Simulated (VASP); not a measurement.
Runs of VASP 6.6.1 on Ga5N. The structure is that of space group P-6m2 (No. 187), or close to it. The cells are those of the table. 

```csv
task,spin,cell,k mesh,cutoff (eV),gap on the mesh (eV),pressure (GPa),moment (μB),largest force (eV/Å)
single point,off,"a = 3.032, b = 3.032, c = 12.320 Å, angles 90.0, 90.0, 120.0°, 6 atoms",6 × 6 × 2,520,none,0.2,-,0.03
single point,"collinear, ferromagnetic start","a = 3.037, b = 3.037, c = 12.278 Å, angles 90.0, 90.0, 120.0°, 6 atoms",6 × 6 × 1,520,none,0.1,0.00,0.03
single point,off,"a = 3.050, b = 3.050, c = 12.262 Å, angles 90.0, 90.0, 120.0°, 6 atoms",12 × 12 × 4,520,none,0.2,-,0.04
single point,"collinear, ferromagnetic start","a = 3.217, b = 3.217, c = 15.329 Å, angles 90.0, 90.0, 120.0°, 6 atoms",6 × 6 × 1,520,none,-8.2,0.00,0.90
relaxation of cell and atoms,off,"relaxed from a = 3.037, b = 3.037, c = 12.278 Å, angles 90.0, 90.0, 120.0°, 6 atoms",6 × 6 × 2,600,none,0.3,-,0.02
single point,off,"a = 3.217, b = 3.217, c = 15.329 Å, angles 90.0, 90.0, 120.0°, 6 atoms",6 × 6 × 1,520,none,(a),-,0.90
```

Alike in all rows: level PBE; potentials or basis VASP PAW PBE potentials, release 64 (Ga_d, N); smearing gaussian 0.1 eV.

Q: Estimate the missing entries.

A: (a) -8.3.

Caveats: some runs use coarse meshes.

A k mesh can miss the band edges, and the runs leave out spin-orbit coupling on Ga.

A gap of «none» marks levels without a gap at the run's occupations.
